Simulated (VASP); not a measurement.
# FeO (P6_3/mmc) in VASP: single point with PBE+U

Aim: the single point of FeO with PBE+U.

Program: VASP 6.6.1. These are calculated values, not measurements. Logs are shortened: lines on timing, memory, paths and dates and some standing lists are left out, and cuts for length are marked.

## Step 1: The cell of the first run

It takes space group P6_3/mmc (No. 194, hexagonal). Conventional cell: a = 3.254 Å, b = 3.254 Å, c = 4.536 Å, α = 90.00°, β = 90.00°, γ = 120.00°. Within 2.9 Å of Fe (site symmetry -3m) lie 6 O at 2.19 Å and 2 Fe at 2.27 Å. O (site symmetry -6m2) has 6 Fe at 2.19 Å within 2.9 Å.

## Step 2: Single point, PBE+U, collinear spin, ferrimagnetic start

Contents of INCAR:

```
PREC = Accurate
ENCUT = 520
EDIFF = 1E-6
ISMEAR = 0
SIGMA = 0.05
LREAL = False
LASPH = True
NELM = 150
ALGO = Normal
ISIF = 2
LWAVE = False
LCHARG = False
ISPIN = 2
MAGMOM = 1.85 -3.69 -0.11 -0.11
LORBIT = 11
LMAXMIX = 4
LDAU = True
LDAUTYPE = 2
LDAUL = 2 -1
LDAUU = 3 0
LDAUJ = 0 0
LDAUPRINT = 1
GGA = PE
NBANDS = 26
```

Contents of KPOINTS:

```
regular mesh
0
Gamma
  7 7 4
```

Contents of POSCAR:

```
FeO
1.0
    3.2541700300      0.0000000000      0.0000000000
   -1.6270850100      2.8181939100      0.0000000000
    0.0000000000      0.0000000000      4.5355163400
Fe O
2 2
Direct
    0.0000000000      0.0000000000      0.0000000000
    0.0000000000      0.0000000000      0.5000000000
    0.3333333333      0.6666666667      0.2500000000
    0.6666666667      0.3333333333      0.7500000000
```

Potentials or basis: VASP PAW PBE potentials, release 64 (Fe, O).

The run is started by

```sh
> cat potpaw_PBE.64/Fe/POTCAR potpaw_PBE.64/O/POTCAR > POTCAR
> mpirun -np 1 vasp_std > vasp.out
```

OUTCAR:

```text
PREC = Accurate
   ENCUT = 520
   EDIFF = 1E-6
   ISMEAR = 0
   LREAL = False
   LASPH = True
   NELM = 150
   ISIF = 2
   ISPIN = 2
   LORBIT = 11
   GGA = PE

 ion  position               nearest neighbor table
   1  0.000  0.000  0.000-   3 2.19   4 2.19   4 2.19   3 2.19   4 2.19   3 2.19   2 2.27   2 2.27

   2  0.000  0.000  0.500-   3 2.19   4 2.19   4 2.19   3 2.19   4 2.19   3 2.19   1 2.27   1 2.27

   3  0.333  0.667  0.250-   1 2.19   2 2.19   1 2.19   2 2.19   1 2.19   2 2.19
   4  0.667  0.333  0.750-   1 2.19   2 2.19   1 2.19   2 2.19   1 2.19   2 2.19

  LATTYP: Found a hexagonal cell.
 ALAT       =     3.2541700300
 C/A-ratio  =     1.3937551813

  Lattice vectors:

 A1 = (   3.2541700300,   0.0000000000,   0.0000000000)
 A2 = (  -1.6270850100,   2.8181939100,   0.0000000000)
 A3 = (   0.0000000000,   0.0000000000,   4.5355163400)

Analysis of symmetry for initial positions (statically):
=====================================================================
 Subroutine PRICEL returns:
 Original cell was already a primitive cell.

 Routine SETGRP: Setting up the symmetry group for a
 hexagonal supercell.

 Subroutine GETGRP returns: Found 24 space group operations
 (whereof 12 operations were pure point group operations)
 out of a pool of 24 trial point group operations.

The static configuration has the point symmetry D_3d.
 The point group associated with its full space group is D_6h.

Analysis of symmetry for dynamics (positions and initial velocities):
=====================================================================
 Subroutine PRICEL returns:
 Original cell was already a primitive cell.

 Routine SETGRP: Setting up the symmetry group for a
 hexagonal supercell.

 Subroutine GETGRP returns: Found 24 space group operations
 (whereof 12 operations were pure point group operations)
 out of a pool of 24 trial point group operations.

The dynamic configuration has the point symmetry D_3d.
 The point group associated with its full space group is D_6h.

Analysis of structural, dynamic, and magnetic symmetry:
=====================================================================
 Subroutine PRICEL returns:
 Original cell was already a primitive cell.

 Routine SETGRP: Setting up the symmetry group for a
 hexagonal supercell.

 Subroutine GETGRP returns: Found 12 space group operations
 (whereof 12 operations were pure point group operations)
 out of a pool of 24 trial point group operations.

The overall configuration has the point symmetry D_3d.

 Subroutine INISYM returns: Found 12 space group operations
 (whereof 12 operations are pure point group operations),
 and found     1 'primitive' translations

----------------------------------------------------------------------------------------

                                     Primitive cell

  volume of cell :      41.5947

  direct lattice vectors                    reciprocal lattice vectors
     3.254170030  0.000000000  0.000000000     0.307298018  0.177418593  0.000000000
    -1.627085010  2.818193910  0.000000000     0.000000000  0.354837187  0.000000000
[... 138 lines left out ...]

  0.9765  0.0000 -0.0000 -0.0197 -0.0000
  0.0000  0.9787  0.0000  0.0000 -0.0197
 -0.0000  0.0000  0.9685  0.0000 -0.0000
 -0.0197  0.0000  0.0000  0.9787 -0.0000
 -0.0000 -0.0197 -0.0000 -0.0000  0.9765

spin component  2

  0.0841  0.0000 -0.0000 -0.0507  0.0000
  0.0000  0.0912  0.0000  0.0000 -0.0507
 -0.0000  0.0000  0.9315  0.0000 -0.0000
 -0.0507  0.0000  0.0000  0.0912 -0.0000
  0.0000 -0.0507 -0.0000 -0.0000  0.0841

 occupancies and eigenvectors

  o =  0.0368  v =  0.0000  0.0000  0.0000  0.0000  0.0000 -0.3084  0.6182  0.0000 -0.2875  0.6633      0.0000  0.0000  0.0000  0.0000  0.0000  0.0000  0.0000  0.0000  0.0000  0.0000
  o =  0.0368  v =  0.0000  0.0000  0.0000  0.0000  0.0000 -0.6633 -0.2875 -0.0000 -0.6182 -0.3084      0.0000  0.0000  0.0000  0.0000  0.0000  0.0000  0.0000  0.0000  0.0000  0.0000
  o =  0.1384  v =  0.0000  0.0000  0.0000  0.0000  0.0000  0.2875  0.6633 -0.0000 -0.3084 -0.6182      0.0000  0.0000  0.0000  0.0000  0.0000  0.0000  0.0000  0.0000  0.0000  0.0000
  o =  0.1384  v =  0.0000  0.0000  0.0000  0.0000  0.0000 -0.6182  0.3084 -0.0000  0.6633 -0.2875      0.0000  0.0000  0.0000  0.0000  0.0000  0.0000  0.0000  0.0000  0.0000  0.0000
  o =  0.9315  v =  0.0000  0.0000  0.0000  0.0000  0.0000  0.0000 -0.0000 -1.0000 -0.0000  0.0000      0.0000  0.0000  0.0000  0.0000  0.0000  0.0000  0.0000  0.0000  0.0000  0.0000
  o =  0.9579  v =  0.3063 -0.6231 -0.0000  0.2897 -0.6588  0.0000  0.0000  0.0000  0.0000  0.0000      0.0000  0.0000  0.0000  0.0000  0.0000  0.0000  0.0000  0.0000  0.0000  0.0000
  o =  0.9579  v = -0.6588 -0.2897 -0.0000 -0.6231 -0.3063  0.0000  0.0000  0.0000  0.0000  0.0000      0.0000  0.0000  0.0000  0.0000  0.0000  0.0000  0.0000  0.0000  0.0000  0.0000
  o =  0.9685  v = -0.0000 -0.0000  1.0000 -0.0000 -0.0000  0.0000  0.0000  0.0000  0.0000  0.0000      0.0000  0.0000  0.0000  0.0000  0.0000  0.0000  0.0000  0.0000  0.0000  0.0000
  o =  0.9973  v =  0.2897  0.6588  0.0000 -0.3063 -0.6231  0.0000  0.0000  0.0000  0.0000  0.0000      0.0000  0.0000  0.0000  0.0000  0.0000  0.0000  0.0000  0.0000  0.0000  0.0000
  o =  0.9973  v = -0.6231  0.3063  0.0000  0.6588 -0.2897  0.0000  0.0000  0.0000  0.0000  0.0000      0.0000  0.0000  0.0000  0.0000  0.0000  0.0000  0.0000  0.0000  0.0000  0.0000

atom =   2  type =  1  l = 2

 onsite density matrix

spin component  1

  0.0840 -0.0000 -0.0000  0.0507 -0.0000
 -0.0000  0.0913 -0.0000  0.0000  0.0507
 -0.0000 -0.0000  0.9312 -0.0000 -0.0000
  0.0507  0.0000 -0.0000  0.0913  0.0000
 -0.0000  0.0507 -0.0000  0.0000  0.0840

spin component  2

  0.9765 -0.0000 -0.0000  0.0197  0.0000
 -0.0000  0.9786 -0.0000  0.0000  0.0197
 -0.0000 -0.0000  0.9688 -0.0000 -0.0000
  0.0197  0.0000 -0.0000  0.9786  0.0000
  0.0000  0.0197 -0.0000  0.0000  0.9765

 occupancies and eigenvectors

  o =  0.0369  v = -0.3087 -0.6177  0.0000  0.2872  0.6638  0.0000  0.0000  0.0000  0.0000  0.0000      0.0000  0.0000  0.0000  0.0000  0.0000  0.0000  0.0000  0.0000  0.0000  0.0000
  o =  0.0369  v = -0.6638  0.2872 -0.0000  0.6177 -0.3087  0.0000  0.0000  0.0000  0.0000  0.0000      0.0000  0.0000  0.0000  0.0000  0.0000  0.0000  0.0000  0.0000  0.0000  0.0000
  o =  0.1385  v =  0.2872 -0.6638 -0.0000  0.3087 -0.6177  0.0000  0.0000  0.0000  0.0000  0.0000      0.0000  0.0000  0.0000  0.0000  0.0000  0.0000  0.0000  0.0000  0.0000  0.0000
  o =  0.1385  v = -0.6177 -0.3087 -0.0000 -0.6638 -0.2872  0.0000  0.0000  0.0000  0.0000  0.0000      0.0000  0.0000  0.0000  0.0000  0.0000  0.0000  0.0000  0.0000  0.0000  0.0000
  o =  0.9312  v =  0.0000  0.0000 -1.0000  0.0000  0.0000  0.0000  0.0000  0.0000  0.0000  0.0000      0.0000  0.0000  0.0000  0.0000  0.0000  0.0000  0.0000  0.0000  0.0000  0.0000
  o =  0.9578  v =  0.0000  0.0000  0.0000  0.0000  0.0000 -0.3059 -0.6240  0.0000  0.2901  0.6579      0.0000  0.0000  0.0000  0.0000  0.0000  0.0000  0.0000  0.0000  0.0000  0.0000
  o =  0.9578  v =  0.0000  0.0000  0.0000  0.0000  0.0000 -0.6579  0.2901 -0.0000  0.6240 -0.3059      0.0000  0.0000  0.0000  0.0000  0.0000  0.0000  0.0000  0.0000  0.0000  0.0000
  o =  0.9688  v =  0.0000  0.0000  0.0000  0.0000  0.0000  0.0000 -0.0000 -1.0000 -0.0000  0.0000      0.0000  0.0000  0.0000  0.0000  0.0000  0.0000  0.0000  0.0000  0.0000  0.0000
  o =  0.9973  v =  0.0000  0.0000  0.0000  0.0000  0.0000  0.2901 -0.6579  0.0000  0.3059 -0.6240      0.0000  0.0000  0.0000  0.0000  0.0000  0.0000  0.0000  0.0000  0.0000  0.0000
  o =  0.9973  v =  0.0000  0.0000  0.0000  0.0000  0.0000 -0.6240 -0.3059  0.0000 -0.6579 -0.2901      0.0000  0.0000  0.0000  0.0000  0.0000  0.0000  0.0000  0.0000  0.0000  0.0000

 number of electron      28.0000025 magnetization       0.0000984

 Free energy of the ion-electron system (eV)
  ---------------------------------------------------
  ext. energy  EPLUGINS =         0.00000000
  ---------------------------------------------------
  free energy    TOTEN  =       -26.51970052 eV

  energy without entropy =      -26.51970052  energy(sigma->0) =      -26.51970052

 E-fermi :   6.0212     XC(G=0): -11.7940

 val. band max:        5.7336470421   @ k =   0.0000   0.0000   0.0000
 cond. band min:       6.4374508733   @ k =   0.0000   0.0000   0.0000
 fundamental gap:      0.7038038312
 Fermi energy:         6.0211734507

 spin component 1

 k-point     1 :       0.0000    0.0000    0.0000
  band No.  band energies     occupation
      1     -14.2215      1.00000
      2     -12.8056      1.00000
      3      -1.7760      1.00000
      4      -1.4200      1.00000
      5      -1.4200      1.00000
      6       0.1621      1.00000
[... 1385 lines left out ...]
     25      18.9349      0.00000
     26      19.5278      0.00000

 [... further k-points ...]
[... 5 lines left out ...]
  --------------------------------------------------------------------------------------
  -------------------------------------------------------------------------------------
  Total       -2.6611637     -2.6611637     11.3776113     -0.0000000      0.0000000      0.0000000
  in kB     -102.5048304   -102.5048301    438.2519196     -0.0000002      0.0000000      0.0000000
  external PRESSURE =      77.7474197 kB  Pullay stress =       0.0000000 kB

 VOLUME and BASIS-vectors are now :
 -----------------------------------------------------------------------------
  energy-cutoff  :      520.00
  volume of cell :       41.59
      direct lattice vectors                 reciprocal lattice vectors
     3.254170030  0.000000000  0.000000000     0.307298018  0.177418593  0.000000000
    -1.627085010  2.818193910  0.000000000     0.000000000  0.354837187  0.000000000
     0.000000000  0.000000000  4.535516340     0.000000000  0.000000000  0.220482063

 POSITION                                       TOTAL-FORCE (eV/Angst)
 -----------------------------------------------------------------------------------
      0.00000      0.00000      0.00000         0.000000      0.000000      0.000000
      0.00000      0.00000      2.26776         0.000000      0.000000      0.000000
      0.00000      1.87880      1.13388         0.000000      0.000000      0.000190
      1.62709      0.93940      3.40164        -0.000000     -0.000000     -0.000190
 -----------------------------------------------------------------------------------
    total drift:                               -0.000000      0.000000      0.000000

  FREE ENERGIE OF THE ION-ELECTRON SYSTEM (eV)
  ---------------------------------------------------
  free  energy   TOTEN  =       -26.5197005206 eV

  energy  without entropy=      -26.5197005206  energy(sigma->0) =      -26.51970052

 total charge

# of ion       s       p       d       tot
------------------------------------------
    1        0.332   0.405   6.137   6.874
    2        0.332   0.405   6.137   6.874
    3        1.557   3.426   0.000   4.983
    4        1.557   3.426   0.000   4.983
--------------------------------------------------
tot          3.778   7.662  12.274  23.714

 magnetization (x)

# of ion       s       p       d       tot
------------------------------------------
    1        0.023   0.022   3.593   3.639
    2       -0.023  -0.022  -3.593  -3.639
    3        0.000  -0.000   0.000  -0.000
    4        0.000  -0.000   0.000  -0.000
--------------------------------------------------
tot          0.000  -0.000   0.000  -0.000
```

Run time: 35 s. Hardware: 1 thread of Intel Xeon Platinum 8559C (Emerald Rapids), shared host; peak memory 0.19 GiB.

What came out:

```yaml
Free_energy: -26.5197 eV
Pressure: 7.8 GPa
Band_gap_on_the_k_mesh: 0.70 eV, direct
Net_moment: 0.00 μB per cell
Site_moments: Fe +3.64, -3.64; O -0.00 μB
Valence_electrons_inside_the_program's_atomic_spheres: Fe 6.87; O 4.98
```

Stress tensor (GPa, compression positive):
```
-10.25   0.00   0.00
  0.00 -10.25   0.00
  0.00   0.00  43.83
```

Levels at points of the mesh, in eV from the valence-band top:
Spin up:
| k point | band 11 | band 12 | band 13 | band 14 | band 15 | band 16 | band 17 | band 18 |
| --- | --- | --- | --- | --- | --- | --- | --- | --- |
| (0.00, 0.00, 0.00) | -2.86 | -2.86 | -2.65 | 0.00 | 0.70 | 1.42 | 1.42 | 2.35 |
| (0.00, 0.00, 0.50) | -3.62 | -2.06 | -1.89 | -1.89 | 1.07 | 1.07 | 2.35 | 2.35 |
Spin down:
```tsv
k point	band 10	band 11	band 12	band 13	band 14	band 15	band 16	band 17	band 18	band 19
(0.00, 0.00, 0.00)	-3.48	-2.86	-2.86	-2.65	0.00	0.70	1.43	1.43	2.36	2.36
(0.00, 0.00, 0.50)	-4.58	-3.62	-2.06	-1.89	-1.89	1.07	1.07	2.35	2.35	3.18
```

Eigenvalues of the final occupation matrices:
```csv
site,spin,trace,eigenvalues
site 1 d,1,4.88,0.96 0.96 0.97 1.00 1.00
site 1 d,2,1.28,0.04 0.04 0.14 0.14 0.93
site 2 d,1,1.28,0.04 0.04 0.14 0.14 0.93
site 2 d,2,4.88,0.96 0.96 0.97 1.00 1.00
```
